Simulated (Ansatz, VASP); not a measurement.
# One calculation of TaN, two programs

Contents of INCAR:

```
SYSTEM = TaN
ALGO = Normal
EDIFF = 1E-8
ENCUT = 520
GGA_COMPAT = .FALSE.
ISIF = 2
ISMEAR = -1
LASPH = .TRUE.
LCHARG = .FALSE.
LEFG = .TRUE.
LREAL = .FALSE.
LWAVE = .FALSE.
NBANDS = 36
NELM = 120
PREC = Accurate
SIGMA = 0.03
```

File KPOINTS:

```
k-points
0
G
  5 5 8
  0 0 0
```

Contents of POSCAR:

```
TaN
1.0
    5.0791532447      0.0000000000      0.0000000000
   -2.5395766223      4.3986757396      0.0000000000
    0.0000000000      0.0000000000      2.8486364041
Ta N
3 3
Direct
    0.0000000000      0.0000000000      0.0000000000
    0.3333333333      0.6666666667      0.5000000000
    0.6666666667      0.3333333333      0.5000000000
    0.5000000000      0.0000000000      0.0000000000
    0.5000000000      0.5000000000      0.0000000000
    0.0000000000      0.5000000000      0.0000000000
```

Input for Ansatz:

```yaml
crystal:
  lattice:
    - [5.0791532447, 0.0, 0.0]
    - [-2.5395766223, 4.3986757396, 0.0]
    - [0.0, 0.0, 2.8486364041]
  atoms:
    - { symbol: Ta, position: [0.0, 0.0, 0.0] }
    - { symbol: Ta, position: [0.3333333333, 0.6666666667, 0.5] }
    - { symbol: Ta, position: [0.6666666667, 0.3333333333, 0.5] }
    - { symbol: "N", position: [0.5, 0.0, 0.0] }
    - { symbol: "N", position: [0.5, 0.5, 0.0] }
    - { symbol: "N", position: [0.0, 0.5, 0.0] }
kpoints:
  mp_grid: { grid: [5, 5, 8] }
scf:
  occupations: { method: fermi_dirac, width: 0.03 }
hamiltonian:
  xc: lda
  pseudopotentials: { kind: paw }
output:
  forces: true
  stress: true
  eigenvalues: true
  efg: { contact_densities: true }
```

Change from the starting cell: volume scaled by 0.94, PAW files.

Alike in both runs: task electric field gradients; functional LDA; k mesh 5 × 5 × 8; occupations fermi-dirac, width 0.03 eV; no spin polarisation.

|  | VASP | Ansatz |
| --- | --- | --- |
| version | VASP 6.6.1 | Ansatz 0.2.0 |
| potentials or method | VASP PAW LDA potentials, release 64 (Ta_sv_GW, N) | PAW with Ansatz's default frozen-core files, scalar-relativistic |
| plane-wave cutoff (eV) | 520 | 420 |
| valence electrons in the cell | 54 | 54 |

Ansatz gave:

* size of Vzz on the site where it differs most (V/Å²): 460.1

**Question.** Which values does VASP return?

**Answer.** Size of Vzz on the site where it differs most (V/Å²): 414.0.

LDA's correlation is that of Perdew and Zunger in VASP and of Perdew and Wang (1992) in Ansatz.

Neither program's run includes spin-orbit coupling.
